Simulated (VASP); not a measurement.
A run of VASP 6.6.1:

Contents of INCAR:

```
PREC = Accurate ; ENCUT = 520
EDIFF = 1E-7 ; ISMEAR = 0
SIGMA = 0.01 ; LREAL = False
LASPH = True ; NELM = 80
ALGO = Normal ; ISIF = 2
LWAVE = False ; LCHARG = False
GGA = PS ; NBANDS = 11
```

File KPOINTS:

```
Automatic mesh
0
Gamma
  8 8 8
```

The input POSCAR:

```
MgS
1.0
    2.5029884614      2.5029884614      0.0000000000
   -2.5029884614      2.5029884614      0.0000000000
    0.0000000000      2.5029884614      2.5029884614
Mg S
1 1
Direct
    0.0000000000      0.0000000000      0.0000000000
    0.5000000000      0.5000000000      0.0000000000
```

Potentials or basis: VASP PAW PBE potentials, release 64 (Mg, S).

Command:

```bash
$ cat potpaw_PBE.64/Mg/POTCAR potpaw_PBE.64/S/POTCAR > POTCAR
$ mpirun -np 1 vasp_std > vasp.out
```

Hardware: 1 thread of AMD EPYC 7R43 64-Core Processor (Zen 3) (shared host).

Problem. How long does it take, and how much memory?

Solution. Run time: 19 s on 1 thread of AMD EPYC 7R43 64-Core Processor (Zen 3), on a shared host, peak memory 0.12 GiB. Counts: scf iterations 13, k points 29.
